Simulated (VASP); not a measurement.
Input of a VASP 6.6.1 run:

INCAR

```
SYSTEM = Os
PREC     = Accurate       ! precision mode
ENCUT    = 520            ! plane-wave cutoff, eV
EDIFF    = 1E-8           ! SCF threshold, eV
ISMEAR   = -1             ! smearing method
SIGMA    = 0.05           ! smearing width, eV
LREAL    = .False.        ! projectors in reciprocal space
LASPH    = .True.         ! aspherical terms in the spheres
NELM     = 80             ! most SCF steps
ALGO     = Normal         ! electronic algorithm
ISIF     = 2              ! what is computed and relaxed
LWAVE    = .False.        ! write WAVECAR
LCHARG   = .False.        ! write CHGCAR
GGA      = PE             ! functional
LEFG     = .True.       
NBANDS   = 10             ! bands
```

File KPOINTS:

```
Automatic mesh
0
Gamma
  14 14 14
  0 0 0
```

The input POSCAR:

```
Os
1.0
    0.0000000000      1.9839000000      1.9450000000
    1.9839000000      0.0000000000      1.9450000000
    1.9839000000      1.9839000000      0.0000000000
Os
1
Direct
    0.0000000000      0.0000000000      0.0000000000
```

Potentials or basis: VASP PAW PBE potentials, release 64 (Os).

Launch:

```console
$ cat potpaw_PBE.64/Os/POTCAR > POTCAR
$ mpirun -np 1 vasp_std > vasp.out
```

Question: Estimate the band gap on the k mesh.

Answer: Zero (band 4 reaches 10.49 eV, above the bottom of band 5 at 6.79 eV).

Question: What does it give for the pressure?

Answer: -22.1 GPa.

Electric field gradients, principal values (V/Å²):
| atom | least | middle | greatest (by size) |
| --- | --- | --- | --- |
| 1 Os | 1.236 | 1.236 | -2.472 |

Caveat: the cell differs from its parent crystal (equal xx and yy strain of +2 %); without QUAD_EFG the Cq values of the log hold for a quadrupole moment of 1 mb, not for the nuclei; spin-orbit coupling is left out, which moves the levels of the heavy elements.
